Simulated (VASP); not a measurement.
# Ir (Im-3m) in VASP: a series of runs

The runs below take Ir through single point, with LDA.

All numbers are computed with VASP 6.6.1; they aren't measurements. Logs are shortened: lines on timing, memory, paths and dates and some standing lists are left out, and cuts for length are marked.

### Step 1. The cell of the first run

It takes space group Im-3m (No. 229, cubic). The conventional cell has a = 2.925 Å, b = 2.925 Å, c = 2.925 Å, α = 90.00°, β = 90.00°, γ = 90.00°. Within 3.3 Å of Ir (site symmetry m-3m) lie 14 Ir at 2.53 to 2.93 Å.

This isn't the form of Ir at room conditions, which is fcc.

### Step 2. Single point, LDA

Contents of INCAR:

```
SYSTEM = Ir
ALGO = Normal
EDIFF = 1E-6
ENCUT = 520
GGA = CA
ISIF = 2
ISMEAR = -1
LASPH = .TRUE.
LCHARG = .FALSE.
LREAL = .FALSE.
LWAVE = .FALSE.
NBANDS = 10
NELM = 100
PREC = Accurate
SIGMA = 0.08
```

Contents of KPOINTS:

```
k-points
0
G
  19 19 19
  0 0 0
```

Contents of POSCAR:

```
Ir
1.0
   -1.4625747947      1.4625747947      1.4625747947
    1.4625747947     -1.4625747947      1.4625747947
    1.4625747947      1.4625747947     -1.4625747947
Ir
1
Direct
    0.0000000000      0.0000000000      0.0000000000
```

Potentials or basis: VASP PAW LDA potentials, release 64 (Ir).

The run is started by

```console
$ cat potpaw_LDA.64/Ir/POTCAR > POTCAR
$ mpirun -np 1 vasp_std > vasp.out
```

OUTCAR:

```text
SYSTEM = Ir
   EDIFF = 1E-6
   ENCUT = 520
   GGA = CA
   ISIF = 2
   ISMEAR = -1
   LASPH = .TRUE.
   LREAL = .FALSE.
   NELM = 100
   PREC = Accurate

 ion  position               nearest neighbor table
   1  0.000  0.000  0.000-

  LATTYP: Found a body centered cubic cell.
 ALAT       =     2.9251495894

  Lattice vectors:

 A1 = (  -1.4625747947,   1.4625747947,   1.4625747947)
 A2 = (   1.4625747947,  -1.4625747947,   1.4625747947)
 A3 = (   1.4625747947,   1.4625747947,  -1.4625747947)

Analysis of symmetry for initial positions (statically):
=====================================================================
 Subroutine PRICEL returns:
 Original cell was already a primitive cell.

 Routine SETGRP: Setting up the symmetry group for a
 body centered cubic supercell.

 Subroutine GETGRP returns: Found 48 space group operations
 (whereof 48 operations were pure point group operations)
 out of a pool of 48 trial point group operations.

The static configuration has the point symmetry O_h .

Analysis of symmetry for dynamics (positions and initial velocities):
=====================================================================
 Subroutine PRICEL returns:
 Original cell was already a primitive cell.

 Routine SETGRP: Setting up the symmetry group for a
 body centered cubic supercell.

 Subroutine GETGRP returns: Found 48 space group operations
 (whereof 48 operations were pure point group operations)
 out of a pool of 48 trial point group operations.

The dynamic configuration has the point symmetry O_h .

 Subroutine INISYM returns: Found 48 space group operations
 (whereof 48 operations are pure point group operations),
 and found     1 'primitive' translations

----------------------------------------------------------------------------------------

                                     Primitive cell

  volume of cell :      12.5145

  direct lattice vectors                    reciprocal lattice vectors
    -1.462574795  1.462574795  1.462574795     0.000000000  0.341862858  0.341862858
     1.462574795 -1.462574795  1.462574795     0.341862858  0.000000000  0.341862858
     1.462574795  1.462574795 -1.462574795     0.341862858  0.341862858  0.000000000

  length of vectors
     2.533253854  2.533253854  2.533253854     0.483467091  0.483467091  0.483467091

  position of ions in fractional coordinates (direct lattice)
     0.000000000  0.000000000  0.000000000

[... 71 lines left out ...]
   LSORBIT =      F    spin-orbit coupling
   LASPH  =      T    aspherical Exc in radial PAW
   ENCUT  =  520.0 eV  38.22 Ry    6.18 a.u.   4.71  4.71  4.71*2*pi/ulx,y,z
   NELM   =    100;   NELMIN=  2; NELMDL= -5     # of ELM steps
   EDIFF  = 0.1E-05   stopping-criterion for ELM
   LREAL  =      F    real-space projection
[... 7 lines left out ...]
   TEBEG  =    0.0;   TEEND  =   0.0 temperature during run
   PSTRESS=    0.0 pullay stress
   NELECT =       9.0000    total number of electrons
   NUPDOWN=      -1.0000    fix difference up-down
   EMIN   =  10.00;   EMAX   =-10.00  energy-range for DOS
   EFERMI =   0.00;   METHOD = LEGACY
   ISMEAR =    -1;   SIGMA  =   0.08  broadening in eV -4-tet -1-fermi 0-gaus
   EFERMI_NEDOS =   21; number of points for ismear=-14 and -15
   IALGO  =     38    algorithm
   IMIX   =      4    mixing-type and parameters
     AMIX     =   0.40;   BMIX     =  1.00
     AMIX_MAG =   1.60;   BMIX_MAG =  1.00
  volume/ion in A,a.u.               =      12.51        84.45
  Fermi-wavevector in a.u.,A,eV,Ry     =   1.466733  2.771723 29.270271  2.151304
  Thomas-Fermi vector in A             =   2.582435
   LORBIT       =      0    0 simple, 1 ext, 2 COOP (PROOUT), +10 PAW based schemes
   GGA     = CA    functional components
   LHFCALC =     F    Hartree Fock is set to
   AEXX    =    0.0000 exact exchange contribution
   IVDW    =     0    specifies the selected vdW correction
   LEPSILON=     F    determine dielectric tensor
   LRPA    =     F    only Hartree local field effects (RPA)
 non-spin polarized calculation
  energy-cutoff  :      520.00
  volume of cell :       12.51
 maximum number of plane-waves:       370
   NGX =  9   NGY =  9   NGZ =  9

 number of electron       8.9999999 magnetization

 Free energy of the ion-electron system (eV)
  ---------------------------------------------------
  ext. energy  EPLUGINS =         0.00000000
  ---------------------------------------------------
  free energy    TOTEN  =        -9.29489065 eV

  energy without entropy =       -9.25417044  energy(sigma->0) =       -9.27453054

 E-fermi :  12.2980     XC(G=0): -14.8424

 val. band max:       12.2863207245   @ k =   0.2632   0.1579   0.1579
 cond. band min:      12.2986589916   @ k =   0.3158   0.1053   0.0000
 fundamental gap:      0.0123382670
 Fermi energy:        12.2980256398

 k-point     1 :       0.0000    0.0000    0.0000
  band No.  band energies     occupation
      1       0.1350      2.00000
      2       7.7843      2.00000
      3       7.7843      2.00000
      4       7.7843      2.00000
      5      11.5558      1.99981
      6      11.5558      1.99981
      7      29.1978      0.00000
      8      29.1978      0.00000
      9      29.1978      0.00000
     10      42.2807      0.00000
[... 287 lines left out ...]
 k-point    24 :       0.3158    0.1053    0.0000
  band No.  band energies     occupation
      1       3.7148      2.00000
      2       5.9116      2.00000
      3       8.6210      2.00000
      4      11.1571      2.00000
      5      12.2987      0.99604
      6      14.4108      0.00000
      7      24.9599      0.00000
      8      27.2247      0.00000
      9      32.1326      0.00000
     10      36.8658      0.00000

 [... further k-points ...]

------------------------ aborting loop because EDIFF is reached ----------------------------------------

  FORCE on cell =-STRESS in cart. coord.  units (eV):
  Direction    XX          YY          ZZ          XY          YZ          ZX
  --------------------------------------------------------------------------------------
  -------------------------------------------------------------------------------------
  Total        5.6607827      5.6607827      5.6607827      0.0000000      0.0000000     -0.0000000
  in kB      724.7243004    724.7243004    724.7243004      0.0000000      0.0000000     -0.0000000
  external PRESSURE =     724.7243004 kB  Pullay stress =       0.0000000 kB

 VOLUME and BASIS-vectors are now :
 -----------------------------------------------------------------------------
  energy-cutoff  :      520.00
  volume of cell :       12.51
      direct lattice vectors                 reciprocal lattice vectors
    -1.462574795  1.462574795  1.462574795     0.000000000  0.341862858  0.341862858
     1.462574795 -1.462574795  1.462574795     0.341862858  0.000000000  0.341862858
     1.462574795  1.462574795 -1.462574795     0.341862858  0.341862858  0.000000000

 POSITION                                       TOTAL-FORCE (eV/Angst)
 -----------------------------------------------------------------------------------
      0.00000      0.00000      0.00000        -0.000000      0.000000     -0.000000
 -----------------------------------------------------------------------------------
    total drift:                                0.000000     -0.000000      0.000000

  FREE ENERGIE OF THE ION-ELECTRON SYSTEM (eV)
  ---------------------------------------------------
  free  energy   TOTEN  =        -9.2948906481 eV

  energy  without entropy=       -9.2541704398  energy(sigma->0) =       -9.27453054
```

Wall time 32 s (1 thread of Intel Xeon 8259CL, shared host); peak memory 0.15 GiB.

What came out:

- Free energy: -9.2949 eV
- Pressure: 72.5 GPa
- Band gap on the k mesh: zero (an odd number of electrons rules out a gap without spin polarisation)

Levels at points of the mesh, in eV from the Fermi level:
```tsv
k point	band 1	band 2	band 3	band 4	band 5	band 6	band 7	band 8	band 9
(0.00, 0.00, 0.00)	-12.16	-4.51	-4.51	-4.51	-0.74	-0.74	16.90	16.90	16.90
```

Caveat: the cell stands under pressure; spin-orbit coupling is left out, which moves the levels of the heavy elements.

### Step 3. Single point, LDA

Contents of INCAR:

```
ALGO = Normal ; EDIFF = 1E-6
ENCUT = 520 ; ISIF = 2
ISMEAR = -1 ; LASPH = T
LCHARG = F ; LREAL = F
LWAVE = F ; NBANDS = 10
NELM = 100 ; PREC = Accurate
SIGMA = 0.08
```

Contents of KPOINTS:

```
k-points
0
Gamma
  19 19 19
```

Contents of POSCAR:

```
Ir
1.0
   -1.4624820235      1.4624820235      1.4624820235
    1.4624820235     -1.4624820235      1.4624820235
    1.4624820235      1.4624820235     -1.4624820235
Ir
1
Direct
    0.0000000000      0.0000000000      0.0000000000
```

Potentials or basis: VASP PAW LDA potentials, release 64 (Ir).

The run is started by

```console
$ cat potpaw_LDA.64/Ir/POTCAR > POTCAR
$ mpirun -np 1 vasp_std > vasp.out
```

Run time: 34 s. Hardware: 1 thread of Intel Xeon 8259CL, shared host; peak memory 0.15 GiB.

The run converged. Its results:

```
Free energy            : -9.2938 eV
Pressure               : 72.6 GPa
Band gap on the k mesh : zero (an odd number of electrons rules out a gap without spin polarisation)
```

Levels at points of the mesh, in eV from the Fermi level:
| k point | band 1 | band 2 | band 3 | band 4 | band 5 | band 6 | band 7 | band 8 | band 9 |
| --- | --- | --- | --- | --- | --- | --- | --- | --- | --- |
| (0.00, 0.00, 0.00) | -12.17 | -4.51 | -4.51 | -4.51 | -0.74 | -0.74 | 16.90 | 16.90 | 16.90 |

Caveat: the cell stands under pressure; spin-orbit coupling is left out, which moves the levels of the heavy elements.
